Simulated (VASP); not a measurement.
# Al4As3N (P-43m) in VASP: single point with PBE

Aim: the single point of Al4As3N with PBE.

Everything below comes from runs of VASP 6.6.1. Logs are shortened: lines on timing, memory, paths and dates and some standing lists are left out, and cuts for length are marked.

### Step 1. The cell of the first run

The structure is cubic, space group P-43m (No. 215). The conventional cell has a = 5.329 Å, b = 5.329 Å, c = 5.329 Å, α = 90.00°, β = 90.00°, γ = 90.00°. N (site symmetry -43m) has 4 Al at 2.01 Å within 2.7 Å. Within 2.7 Å of Al (site symmetry 3m) lie 1 N at 2.01 Å and 3 As at 2.42 Å. Within 3.2 Å of As (site symmetry -42m) lie 4 Al at 2.42 Å.

### Step 2. Single point, PBE, non-collinear spin, zero start, spin-orbit coupling

Contents of INCAR:

```
SYSTEM = Al4As3N
PREC = Accurate
ENCUT = 520
EDIFF = 1E-6
ISMEAR = -1
SIGMA = 0.02
LREAL = .FALSE.
LASPH = .TRUE.
NELM = 150
ALGO = Normal
ISIF = 2
LWAVE = .FALSE.
LCHARG = .FALSE.
MAGMOM = 0 0 0 0 0 0 0 0 0 0 0 0 0 0 0 0 0 0 0 0 0 0 0 0
LORBIT = 11
LSORBIT = .TRUE.
GGA_COMPAT = .FALSE.
LORBMOM = .TRUE.
GGA = PE
NBANDS = 50
```

Contents of KPOINTS:

```
Automatic mesh
0
G
  6 6 6
  0 0 0
```

Contents of POSCAR:

```
Al4As3N
1.0
    5.3291201925      0.0000000000      0.0000000000
    0.0000000000      5.3291201925      0.0000000000
    0.0000000000      0.0000000000      5.3291201925
N Al As
1 4 3
Direct
    0.0000000000      0.0000000000      0.0000000000
    0.7819284783      0.7819284783      0.7819284783
    0.2180715217      0.2180715217      0.7819284783
    0.2180715217      0.7819284783      0.2180715217
    0.7819284783      0.2180715217      0.2180715217
    0.5000000000      0.5000000000      0.0000000000
    0.5000000000      0.0000000000      0.5000000000
    0.0000000000      0.5000000000      0.5000000000
```

Potentials or basis: VASP PAW PBE potentials, release 64 (N, Al, As).

Command:

```sh
$ cat potpaw_PBE.64/N/POTCAR potpaw_PBE.64/Al/POTCAR potpaw_PBE.64/As/POTCAR > POTCAR
$ mpirun -np 1 vasp_ncl > vasp.out
```

OUTCAR:

```text
SYSTEM = Al4As3N
   PREC = Accurate
   ENCUT = 520
   EDIFF = 1E-6
   ISMEAR = -1
   LREAL = .FALSE.
   LASPH = .TRUE.
   NELM = 150
   ISIF = 2
   LORBIT = 11
   LSORBIT = .TRUE.
   GGA = PE

 ion  position               nearest neighbor table
   1  0.000  0.000  0.000-   2 2.01   3 2.01   4 2.01   5 2.01
   2  0.782  0.782  0.782-   1 2.01   6 2.42   7 2.42   8 2.42   3 3.29   4 3.29   5 3.29
   3  0.218  0.218  0.782-   1 2.01   6 2.42   7 2.42   8 2.42   2 3.29   4 3.29   5 3.29
   4  0.218  0.782  0.218-   1 2.01   6 2.42   7 2.42   8 2.42   2 3.29   3 3.29   5 3.29
   5  0.782  0.218  0.218-   1 2.01   6 2.42   7 2.42   8 2.42   2 3.29   3 3.29   4 3.29
   6  0.500  0.500  0.000-   2 2.42   3 2.42   4 2.42   5 2.42
   7  0.500  0.000  0.500-   2 2.42   3 2.42   4 2.42   5 2.42
   8  0.000  0.500  0.500-   2 2.42   3 2.42   4 2.42   5 2.42

  LATTYP: Found a simple cubic cell.
 ALAT       =     5.3291201925

  Lattice vectors:

 A1 = (   5.3291201925,   0.0000000000,   0.0000000000)
 A2 = (   0.0000000000,   5.3291201925,   0.0000000000)
 A3 = (   0.0000000000,   0.0000000000,   5.3291201925)

Analysis of symmetry for initial positions (statically):
=====================================================================
 Subroutine PRICEL returns:
 Original cell was already a primitive cell.

 Routine SETGRP: Setting up the symmetry group for a
 simple cubic supercell.

 Subroutine GETGRP returns: Found 24 space group operations
 (whereof 24 operations were pure point group operations)
 out of a pool of 48 trial point group operations.

The static configuration has the point symmetry T_d .

Analysis of symmetry for dynamics (positions and initial velocities):
=====================================================================
 Subroutine PRICEL returns:
 Original cell was already a primitive cell.

 Routine SETGRP: Setting up the symmetry group for a
 simple cubic supercell.

 Subroutine GETGRP returns: Found 24 space group operations
 (whereof 24 operations were pure point group operations)
 out of a pool of 48 trial point group operations.

The dynamic configuration has the point symmetry T_d .

Analysis of structural, dynamic, and magnetic symmetry:
=====================================================================
 Subroutine PRICEL returns:
 Original cell was already a primitive cell.

 Routine SETGRP: Setting up the symmetry group for a
 simple cubic supercell.

 Subroutine GETGRP returns: Found 24 space group operations
 (whereof 24 operations were pure point group operations)
 out of a pool of 48 trial point group operations.

The overall configuration has the point symmetry T_d .

 Subroutine INISYM returns: Found 24 space group operations
 (whereof 24 operations are pure point group operations),
 and found     1 'primitive' translations

[... 1354 lines left out ...]
  5         0.000   0.000   0.000
  6         0.000   0.000   0.000
  7        -0.000   0.000   0.000
  8         0.000  -0.000   0.000
 ----------------------------------------
            0.000   0.000   0.000

 orbital moment (z)

 # of ion     p       d       tot
 ----------------------------------------
  1         0.000   0.000   0.000
  2        -0.000   0.000  -0.000
  3         0.000   0.000   0.000
  4        -0.000   0.000  -0.000
  5         0.000   0.000   0.000
  6         0.000  -0.000  -0.000
  7         0.000   0.000   0.000
  8        -0.000   0.000  -0.000
 ----------------------------------------
           -0.000   0.000  -0.000

 Spin-Orbit-Coupling matrix elements

 Ion:    1  E_soc:     -0.0000675
 l=   1
     0.0000000    -0.0000112    -0.0000112
    -0.0000112     0.0000000    -0.0000112
    -0.0000112    -0.0000112     0.0000000
 l=   2
     0.0000000     0.0000000     0.0000000     0.0000000     0.0000000
     0.0000000     0.0000000     0.0000000     0.0000000     0.0000000
     0.0000000     0.0000000     0.0000000     0.0000000     0.0000000
     0.0000000     0.0000000     0.0000000     0.0000000     0.0000000
     0.0000000     0.0000000     0.0000000     0.0000000     0.0000000
 l=   3
     0.0000000     0.0000000     0.0000000     0.0000000     0.0000000     0.0000000     0.0000000
     0.0000000     0.0000000     0.0000000     0.0000000     0.0000000     0.0000000     0.0000000
     0.0000000     0.0000000     0.0000000     0.0000000     0.0000000     0.0000000     0.0000000
     0.0000000     0.0000000     0.0000000     0.0000000     0.0000000     0.0000000     0.0000000
[... 129 lines left out ...]
 l=   2
     0.0000000    -0.0000045     0.0000000    -0.0000024    -0.0000057
    -0.0000045     0.0000000    -0.0000047    -0.0000045    -0.0000016
     0.0000000    -0.0000047     0.0000000    -0.0000042     0.0000000
    -0.0000024    -0.0000045    -0.0000042     0.0000000    -0.0000015
    -0.0000057    -0.0000016     0.0000000    -0.0000015     0.0000000
 l=   3
     0.0000000     0.0000000     0.0000000     0.0000000     0.0000000     0.0000000     0.0000000
     0.0000000     0.0000000     0.0000000     0.0000000     0.0000000     0.0000000     0.0000000
     0.0000000     0.0000000     0.0000000     0.0000000     0.0000000     0.0000000     0.0000000
     0.0000000     0.0000000     0.0000000     0.0000000     0.0000000     0.0000000     0.0000000
     0.0000000     0.0000000     0.0000000     0.0000000     0.0000000     0.0000000     0.0000000
     0.0000000     0.0000000     0.0000000     0.0000000     0.0000000     0.0000000     0.0000000
     0.0000000     0.0000000     0.0000000     0.0000000     0.0000000     0.0000000     0.0000000

 total charge

# of ion       s       p       d       tot
------------------------------------------
    1        1.227   2.471   0.000   3.698
    2        0.388   0.376   0.000   0.763
    3        0.388   0.376   0.000   0.763
    4        0.388   0.376   0.000   0.763
    5        0.388   0.376   0.000   0.763
    6        1.193   1.722   0.028   2.943
    7        1.193   1.722   0.028   2.943
    8        1.193   1.722   0.028   2.943
--------------------------------------------------
tot          6.359   9.140   0.083  15.582

 magnetization (x)

# of ion       s       p       d       tot
------------------------------------------
    1       -0.000  -0.000   0.000  -0.000
    2       -0.000   0.000   0.000  -0.000
    3       -0.000  -0.000   0.000  -0.000
    4       -0.000  -0.000   0.000  -0.000
    5       -0.000   0.000   0.000  -0.000
    6        0.000  -0.000   0.000  -0.000
    7        0.000  -0.000  -0.000  -0.000
    8        0.000   0.000   0.000   0.000
--------------------------------------------------
tot         -0.000  -0.000  -0.000  -0.000

 magnetization (y)

# of ion       s       p       d       tot
------------------------------------------
    1        0.000   0.000   0.000   0.000
    2        0.000   0.000   0.000   0.000
    3        0.000   0.000   0.000   0.000
    4       -0.000   0.000   0.000  -0.000
    5        0.000   0.000   0.000   0.000
    6        0.000   0.000   0.000   0.000
    7       -0.000   0.000   0.000   0.000
    8        0.000  -0.000  -0.000  -0.000
--------------------------------------------------
tot          0.000   0.000  -0.000   0.000

 magnetization (z)

# of ion       s       p       d       tot
------------------------------------------
    1       -0.000  -0.000   0.000  -0.000
    2       -0.000   0.000   0.000  -0.000
    3       -0.000   0.000   0.000  -0.000
    4       -0.000   0.000   0.000  -0.000
    5        0.000   0.000   0.000   0.000
    6       -0.000  -0.000  -0.000  -0.000
    7        0.000  -0.000   0.000   0.000
    8       -0.000  -0.000  -0.000  -0.000
--------------------------------------------------
tot         -0.000  -0.000  -0.000  -0.000
```

Wall time 3.7 min (1 thread of Intel Xeon 6975P-C (Granite Rapids), shared host); peak memory 0.62 GiB.

What came out:

```
Free energy                                           : -41.1710 eV
Pressure                                              : 2.4 GPa
Largest force                                         : 0.157 eV/Å
Net moment                                            : 0.00 μB per cell
Valence electrons inside the program's atomic spheres : N 3.70; Al 0.76; As 2.94
```

Forces in eV/Å, atoms in the order of the input:
```
N    0.000  0.000  0.000
Al   0.091  0.091  0.091
Al  -0.091 -0.091  0.091
Al  -0.091  0.091 -0.091
Al   0.091 -0.091 -0.091
As   0.000  0.000  0.000
As   0.000  0.000  0.000
As   0.000  0.000  0.000
```

Moments on the atoms (μB; x, y, z):
```
N   0.00 0.00 0.00
Al  0.00 0.00 0.00
Al  0.00 0.00 0.00
Al  0.00 0.00 0.00
Al  0.00 0.00 0.00
As  0.00 0.00 0.00
As  0.00 0.00 0.00
As  0.00 0.00 0.00
```
